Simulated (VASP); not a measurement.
A run of VASP 6.6.1 is set up as follows.

File INCAR:

```
  PREC = Accurate
  ENCUT = 520
  EDIFF = 1E-6
  ISMEAR = 0
  SIGMA = 0.02
  LREAL = F
  LASPH = T
  NELM = 100
  ALGO = Normal
  ISIF = 2
  LWAVE = F
  LCHARG = F
  GGA = PS
  NBANDS = 20
```

File KPOINTS:

```
regular mesh
0
Gamma
  12 12 6
```

File POSCAR:

```
SnSe2
1.0
    3.8174487349      0.0000000000      0.0000000000
   -1.9087243674      3.3060075820      0.0000000000
    0.0000000000      0.0000000000      5.7853952948
Sn Se
1 2
Direct
    0.0000000000      0.0000000000      0.0000000000
    0.6666666667      0.3333333333      0.7271332992
    0.3333333333      0.6666666667      0.2728667008
```

Potentials or basis: VASP PAW PBE potentials, release 64 (Sn_d, Se).

Command:

```console
$ cat potpaw_PBE.64/Sn_d/POTCAR potpaw_PBE.64/Se/POTCAR > POTCAR
$ mpirun -np 1 vasp_std > vasp.out
```

Question: Estimate the band gap on the k mesh.

Answer: 0.07 eV, indirect (least direct gap 0.60 eV).

Question: Estimate the pressure.

Answer: 1.6 GPa.

Question: Estimate the largest force.

Answer: 0.017 eV/Å.

Forces on the atoms (eV/Å):
```
Sn   0.000  0.000  0.000
Se   0.000  0.000 -0.017
Se   0.000  0.000  0.017
```

Caveat: the cell differs from its parent crystal (strain along c alone, the other axes held: -6.0 %, then relaxed in part); the PAW data sets were made with another functional, which shifts forces and pressure a little; spin-orbit coupling is left out, which moves the levels of the heavy elements. A k mesh can miss the band edges.
